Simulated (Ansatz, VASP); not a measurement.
Sn: VASP beside Ansatz

```xyz
3
Lattice="5.9121 0.0000 0.0000 0.0000 5.9121 0.0000 0.0000 0.0000 3.0501" Properties=species:S:1:pos:R:3 pbc="T T T"
Sn    0.0000    0.0000    0.0000
Sn    0.0000    2.9560    0.0000
Sn    2.9560    0.0000    0.0000
```

Alike in both runs: functional PBE; k mesh 4 × 4 × 6; occupations gaussian, width 0.1 eV; no spin polarisation.

Ansatz relaxed the structure, and its values are those at the end. VASP's run is a single point on that final structure, the one shown.

|  | VASP | Ansatz |
| --- | --- | --- |
| version | VASP 6.6.1 | Ansatz 0.2.0 |
| potentials or method | VASP PAW PBE potentials, release 64 (Sn_d), cutoff 520 eV | scalar-relativistic, plane waves, PAW |
| valence electrons in the cell | 42 | 42 |

|  | VASP | Ansatz | Ansatz less VASP |
| --- | --- | --- | --- |
| gap on the k mesh at the Fermi level (eV) | none | none | - |
| pressure (GPa) | 0.2 | 0.2 | +0.05 |

A gap of «none» marks a metal or a gap that the smearing closes. With one functional, cell and mesh, what is left measures potentials, basis and numerics.
